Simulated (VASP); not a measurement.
# Ge (P1) in VASP: single point with PBE

Aim: the single point of Ge with PBE.

Everything below comes from runs of VASP 6.6.1. Logs are shortened: lines on timing, memory, paths and dates and some standing lists are left out, and cuts for length are marked.

### Step 1. The cell of the first run

The typed cell holds 24 atoms: a = 8.048 Å, b = 8.048 Å, c = 8.708 Å, α = 68.86°, β = 68.86°, γ = 82.49°.

### Step 2. Single point, PBE

Input file INCAR:

```
SYSTEM = Ge
PREC = Accurate
ENCUT = 520
EDIFF = 1E-6
ISMEAR = -1
SIGMA = 0.1034
LREAL = Auto
LASPH = .TRUE.
NELM = 80
ALGO = Normal
ISIF = 2
LWAVE = .FALSE.
LCHARG = .FALSE.
GGA = PE
NBANDS = 186
KPAR = 2
NCORE = 2
```

Input file KPOINTS:

```
Automatic mesh
0
Gamma
  2 2 2
  0.5 0.5 0.5
```

Input file POSCAR:

```
Ge
1.0
    5.3059851925      5.3099879177      2.9027016363
   -5.3059851925      5.3099879177      2.9027016363
    0.0000000000      0.0000000000      8.7081049089
Ge
24
Direct
    0.1679527858      0.6250098472      0.1668650163
    0.1668543165      0.1574085683      0.1664822150
    0.0526494583      0.6599918996      0.6307017223
    0.5736829258      0.4862901075      0.3996824313
    0.0767978252      0.1057660553      0.5404206282
    0.6773251823      0.0727198388      0.1855276328
    0.1170655915      0.5653220252      0.9433979533
    0.6918818539      0.7297136595      0.5804326464
    0.0303709779      0.1817551169      0.8945676837
    0.5323585477      0.1206610173      0.6070865126
    0.6340231664      0.6385934769      0.9248226418
    0.5389788096      0.2072213817      0.8738562022
    0.3574535223      0.4696847062      0.6964614659
    0.4166906762      0.8449208573      0.8161214422
    0.4600928346      0.3327332632      0.1801618613
    0.8032063718      0.3984172663      0.8507068044
    0.4105893241      0.9193176567      0.1193036650
    0.8096364690      0.8938950908      0.8810566977
    0.2586918341      0.4363140788      0.4403063858
    0.8596826386      0.3713034016      0.1621778586
    0.3677271832      0.8739323275      0.4968347249
    0.7976981137      0.7662965937      0.1990605329
    0.9440202816      0.4037436137      0.4873420314
    0.9588231956      0.9350475921      0.4319619717
```

Potentials or basis: VASP PAW PBE potentials, release 64 (Ge_d).

On the command line:

```bash
$ cat potpaw_PBE.64/Ge_d/POTCAR > POTCAR
$ mpirun -np 4 vasp_std > vasp.out
```

OUTCAR:

```text
SYSTEM = Ge
   PREC = Accurate
   ENCUT = 520
   EDIFF = 1E-6
   ISMEAR = -1
   LREAL = Auto
   LASPH = .TRUE.
   NELM = 80
   ISIF = 2
   GGA = PE

 ion  position               nearest neighbor table
   1  0.168  0.625  0.167-   7 2.34  19 2.62  23 2.80
   2  0.167  0.157  0.166-  24 2.52  17 2.59  20 2.83   9 2.89
   3  0.053  0.660  0.631-  24 2.49  16 2.75   7 2.77  13 2.84  19 2.85  21 2.88
   4  0.574  0.486  0.400-  19 2.50  13 2.51  22 2.71  20 2.80  10 2.83
   5  0.077  0.106  0.540-  24 2.37  23 2.45  21 2.80  19 2.90
   6  0.677  0.073  0.186-  22 2.51  15 2.54  20 2.89
   7  0.117  0.565  0.943-   1 2.34  20 2.49  13 2.60   3 2.77
   8  0.692  0.730  0.580-  24 2.53  11 2.69  14 2.74
   9  0.030  0.182  0.895-  16 2.39   2 2.89
  10  0.532  0.121  0.607-  14 2.35  12 2.67   4 2.83
  11  0.634  0.639  0.925-  16 2.36  14 2.45  18 2.48   8 2.69  15 2.77
  12  0.539  0.207  0.874-  17 2.54  10 2.67  16 2.69  13 2.73
  13  0.357  0.470  0.696-   4 2.51   7 2.60  19 2.73  12 2.73   3 2.84
  14  0.417  0.845  0.816-  10 2.35  11 2.45   8 2.74  21 2.87  17 2.89
  15  0.460  0.333  0.180-   6 2.54  19 2.61  11 2.77
  16  0.803  0.398  0.851-  11 2.36   9 2.39  12 2.69   3 2.75  20 2.84
  17  0.411  0.919  0.119-  12 2.54   2 2.59  14 2.89
  18  0.810  0.894  0.881-  11 2.48  22 2.55
  19  0.259  0.436  0.440-  23 2.45   4 2.50  15 2.61   1 2.62  13 2.73   3 2.85   5 2.90
  20  0.860  0.371  0.162-   7 2.49   4 2.80   2 2.83  16 2.84   6 2.89
  21  0.368  0.874  0.497-   5 2.80  14 2.87   3 2.88
  22  0.798  0.766  0.199-   6 2.51  18 2.55   4 2.71
  23  0.944  0.404  0.487-   5 2.45  19 2.45   1 2.80
  24  0.959  0.935  0.432-   5 2.37   3 2.49   2 2.52   8 2.53

  LATTYP: Found a base centered monoclinic cell.
 ALAT       =    12.1031646234
 B/A-ratio  =     0.8767930302
 C/A-ratio  =     0.7194899169
 COS(beta)  =    -0.4796599446

  Lattice vectors:

 A1 = (  -5.3059851925,  -5.3099879177,  -2.9027016363)
 A2 = (   5.3059851925,  -5.3099879177,  -2.9027016363)
 A3 = (   0.0000000000,   0.0000000000,   8.7081049089)

Analysis of symmetry for initial positions (statically):
=====================================================================
 Subroutine PRICEL returns:
 Original cell was already a primitive cell.

 Routine SETGRP: Setting up the symmetry group for a
 base centered monoclinic supercell.

 Subroutine GETGRP returns: Found  1 space group operations
 (whereof  1 operations were pure point group operations)
 out of a pool of  4 trial point group operations.

The static configuration has the point symmetry C_1 .

[... 139 lines left out ...]
   IBRION =     -1    ionic relax: 0-MD 1-quasi-New 2-CG
   NFREE  =      0    steps in history (QN), initial steepest desc. (CG)
   ISIF   =      2    stress and relaxation
   ISYM   =      2    0-nonsym 1-usesym 2-fastsym
   POTIM  = 0.5000    time-step for ionic-motion
   TEBEG  =    0.0;   TEEND  =   0.0 temperature during run
   PSTRESS=    0.0 pullay stress
   NELECT =     336.0000    total number of electrons
   NUPDOWN=      -1.0000    fix difference up-down
   EMIN   =  10.00;   EMAX   =-10.00  energy-range for DOS
   EFERMI =   0.00;   METHOD = LEGACY
   ISMEAR =    -1;   SIGMA  =   0.10  broadening in eV -4-tet -1-fermi 0-gaus
   EFERMI_NEDOS =   21; number of points for ismear=-14 and -15
   IALGO  =     38    algorithm
   IMIX   =      4    mixing-type and parameters
     AMIX     =   0.40;   BMIX     =  1.00
     AMIX_MAG =   1.60;   BMIX_MAG =  1.00
  volume/ion in A,a.u.               =      20.45       137.97
  Fermi-wavevector in a.u.,A,eV,Ry     =   1.442946  2.726773 28.328611  2.082094
  Thomas-Fermi vector in A             =   2.561409
   LORBIT       =      0    0 simple, 1 ext, 2 COOP (PROOUT), +10 PAW based schemes
   GGA     = PE    functional components
   LHFCALC =     F    Hartree Fock is set to
   AEXX    =    0.0000 exact exchange contribution
   IVDW    =     0    specifies the selected vdW correction
   LEPSILON=     F    determine dielectric tensor
   LRPA    =     F    only Hartree local field effects (RPA)
 non-spin polarized calculation
  energy-cutoff  :      520.00
  volume of cell :      490.70
 maximum number of plane-waves:     13223
   NGX = 29   NGY = 29   NGZ = 33

 number of electron     335.9999970 magnetization

 Free energy of the ion-electron system (eV)
  ---------------------------------------------------
  ext. energy  EPLUGINS =         0.00000000
  ---------------------------------------------------
  free energy    TOTEN  =       -96.89142751 eV

  energy without entropy =      -96.49063037  energy(sigma->0) =      -96.69102894

 E-fermi :   5.8579     XC(G=0): -10.7416

 val. band max:        5.8208503268   @ k =  -0.2500  -0.2500   0.2500
 cond. band min:       5.9269034899   @ k =  -0.2500   0.2500  -0.2500
 fundamental gap:      0.1060531631
 Fermi energy:         5.8578866025

 k-point     1 :       0.2500    0.2500    0.2500
  band No.  band energies     occupation
      1     -19.1122      2.00000
      2     -19.0958      2.00000
      3     -19.0454      2.00000
      4     -19.0386      2.00000
      5     -19.0237      2.00000
      6     -19.0188      2.00000
[... 721 lines left out ...]
    179       7.6837      0.00000
    180       7.7776      0.00000
 [bands above 180 left out]

------------------------ aborting loop because EDIFF is reached ----------------------------------------

  FORCE on cell =-STRESS in cart. coord.  units (eV):
  Direction    XX          YY          ZZ          XY          YZ          ZX
  --------------------------------------------------------------------------------------
  -------------------------------------------------------------------------------------
  Total       15.8286973     11.7905442     19.5081504     -1.5624856     -2.9672991      0.2398849
  in kB       51.6823844     38.4973841     63.6961911     -5.1016821     -9.6885479      0.7832497
  external PRESSURE =      51.2919866 kB  Pullay stress =       0.0000000 kB

 VOLUME and BASIS-vectors are now :
 -----------------------------------------------------------------------------
  energy-cutoff  :      520.00
  volume of cell :      490.70
      direct lattice vectors                 reciprocal lattice vectors
     5.305985192  5.309987918  2.902701636     0.094233207  0.094162173  0.000000000
    -5.305985192  5.309987918  2.902701636    -0.094233207  0.094162173  0.000000000
     0.000000000  0.000000000  8.708104909     0.000000000 -0.062774782  0.114835548

 POSITION                                       TOTAL-FORCE (eV/Angst)
 -----------------------------------------------------------------------------------
     -2.42514      4.21062      3.75481        -0.641045      0.760907      1.424372
      0.05012      1.72183      2.39098        -0.526861      0.449366     -0.354192
     -3.22255      3.78412      7.56080         0.625106     -0.003395      0.421842
      0.46370      5.62844      6.55726         0.757385      1.137968     -0.405642
     -0.15370      0.96941      5.23597         0.689781      0.317204      1.607321
      3.20803      3.98273      3.79275         0.039685      0.342566      0.624323
[... 16 lines left out ...]
      2.86670      7.15661      8.15598        -1.644624     -0.690112     -0.244026
      0.12615     10.05643      9.25891        -0.503234     -0.921328     -1.219547
 -----------------------------------------------------------------------------------
    total drift:                                0.006101      0.002244     -0.002572

  FREE ENERGIE OF THE ION-ELECTRON SYSTEM (eV)
  ---------------------------------------------------
  free  energy   TOTEN  =       -96.8914275100 eV

  energy  without entropy=      -96.4906303699  energy(sigma->0) =      -96.69102894
```

OSZICAR:

```text
N       E                     dE             d eps       ncg     rms          rms(c)
DAV:   1     0.594545182927E+04    0.59455E+04   -0.13325E+05  1616   0.518E+03
DAV:   2     0.133975842537E+04   -0.46057E+04   -0.44675E+04  1488   0.130E+03
DAV:   3     0.148900378399E+03   -0.11909E+04   -0.11600E+04  1488   0.341E+02
DAV:   4    -0.762266105309E+02   -0.22513E+03   -0.21010E+03  1690   0.134E+02
DAV:   5    -0.967572510816E+02   -0.20531E+02   -0.19504E+02  1648   0.392E+01    0.862E+00
DAV:   6    -0.969495501538E+02   -0.19230E+00   -0.82965E+00  2544   0.145E+01    0.411E+00
DAV:   7    -0.968784616599E+02    0.71088E-01   -0.12706E+00  1904   0.723E+00    0.111E+00
DAV:   8    -0.968855456746E+02   -0.70840E-02   -0.25812E-01  1696   0.100E+01    0.511E-01
DAV:   9    -0.968886613020E+02   -0.31156E-02   -0.61833E-02  1696   0.307E+00    0.262E-01
DAV:  10    -0.968907595348E+02   -0.20982E-02   -0.28759E-02  1808   0.190E+00    0.108E-01
DAV:  11    -0.968911894082E+02   -0.42987E-03   -0.60581E-03  1592   0.132E+00    0.390E-02
DAV:  12    -0.968913524875E+02   -0.16308E-03   -0.21342E-03  1576   0.517E-01    0.262E-02
DAV:  13    -0.968913886573E+02   -0.36170E-04   -0.65595E-04  1816   0.306E-01    0.150E-02
DAV:  14    -0.968914138577E+02   -0.25200E-04   -0.30376E-04  1600   0.162E-01    0.733E-03
DAV:  15    -0.968914277613E+02   -0.13904E-04   -0.14454E-04  1576   0.117E-01    0.600E-03
DAV:  16    -0.968914277008E+02    0.60500E-07   -0.15591E-05  1344   0.740E-02    0.291E-03
DAV:  17    -0.968914275100E+02    0.19081E-06   -0.34137E-06  1224   0.472E-02
   1 F= -.96891428E+02 E0= -.96691029E+02  d E =-.400797E+00
```

It took 6.4 min on 4 MPI ranks of Oxide Virtual Turin-like, shared host; peak memory 0.41 GiB.

What came out:

```
Free energy            : -96.8914 eV
Pressure               : 5.1 GPa
Largest force          : 1.816 eV/Å
Band gap on the k mesh : 0.11 eV (least direct gap 0.13 eV)
```

Forces on the atoms (eV/Å):
```
Ge  -0.641  0.761  1.424
Ge  -0.527  0.449 -0.354
Ge   0.625 -0.003  0.422
Ge   0.757  1.138 -0.406
Ge   0.690  0.317  1.607
Ge   0.040  0.343  0.624
Ge  -0.275  0.468 -1.733
Ge  -0.320 -0.373 -0.800
Ge   1.479  0.108  0.259
Ge  -0.245  1.573 -0.772
Ge  -0.425 -0.495  1.030
Ge   0.142  0.526 -0.228
Ge   0.001 -0.543  0.736
Ge  -0.514 -1.721  0.195
Ge  -0.778 -0.287 -0.303
Ge   0.434 -0.106 -1.309
Ge   0.660 -0.915  0.266
Ge  -0.029  0.950 -0.146
Ge   0.160  0.182  0.297
Ge   0.228 -0.914  0.394
Ge  -0.045  0.194 -0.085
Ge   0.731 -0.038  0.345
Ge  -1.645 -0.690 -0.244
Ge  -0.503 -0.921 -1.220
```

Caveat: the cell stands under pressure; the atoms stand as in a frame of molecular dynamics; a shifted mesh leaves out Γ, where band edges can lie; forces of over 1 eV/Å act on the atoms, so gaps and moduli don't describe the material at rest.
